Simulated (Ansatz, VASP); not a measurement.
Two plane-wave programs on CaSe

Contents of POSCAR:

```
CaSe
1.0
    0.0000000000      3.2795613661      3.2795613661
    3.2795613661      0.0000000000      3.2795613661
    3.2795613661      3.2795613661      0.0000000000
Ca Se
1 1
Direct
    0.0000000000      0.0000000000      0.0000000000
    0.2500000000      0.2500000000      0.2500000000
```

Contents of INCAR.step1:

```
  PREC = Accurate
  ENCUT = 520
  EDIFF = 1E-5
  ISMEAR = 1
  SIGMA = 0.001
  LREAL = False
  LASPH = True
  NELM = 100
  ALGO = Normal
  ISIF = 2
  LWAVE = True
  NBANDS = 15
  GGA = PE
```

The input INCAR.step2:

```
  PREC = Accurate
  ENCUT = 520
  EDIFF = 1E-6
  ISMEAR = 1
  SIGMA = 0.001
  LREAL = False
  LASPH = True
  NELM = 100
  ALGO = Normal
  ISIF = 2
  LWAVE = False
  LCHARG = True
  GGA = PE
  LHFCALC = True
  HFSCREEN = 0.2079
  PRECFOCK = Normal
  LELF = True
  LVHAR = True
  NBANDS = 15
  ISTART = 1
```

The input KPOINTS:

```
regular mesh
0
Gamma
  4 4 4
```

Input for Ansatz:

```yaml
crystal:
  lattice:
    - [0.0, 3.2795613661, 3.2795613661]
    - [3.2795613661, 0.0, 3.2795613661]
    - [3.2795613661, 3.2795613661, 0.0]
  atoms:
    - { symbol: Ca, position: [0.0, 0.0, 0.0] }
    - { symbol: Se, position: [0.25, 0.25, 0.25] }
kpoints:
  mp_grid: { grid: [4, 4, 4] }
hamiltonian:
  xc: hse06
scf:
  occupations: { method: methfessel_paxton, width: 0.001 }
  n_extra_bands: 4
output:
  forces: true
  stress: true
  eigenvalues: true
```

Alike in both runs: task single point; functional HSE06; k mesh 4 × 4 × 4; occupations methfessel-paxton of order 1, width 0.001 eV; no spin polarisation.

|  | VASP | Ansatz |
| --- | --- | --- |
| version | VASP 6.6.1 | Ansatz 0.2.0 |
| potentials or method | VASP PAW PBE potentials, release 64 (Ca_sv, Se) | plane waves |
| plane-wave cutoff (eV) | 520 | 420 |
| valence electrons in the cell | 16 | 26 |

```csv
,VASP,Ansatz,Ansatz less VASP
gap on the k mesh at the Fermi level (eV),4.09,4.09,+0.002
pressure (GPa),0.3,0.3,-0.03
```

VASP's potentials hold 16 valence electrons a cell and Ansatz's 26, so a difference there can come from the potentials and not from the codes. Ansatz's warnings: stress exchange threshold loose, stress scf threshold loose.
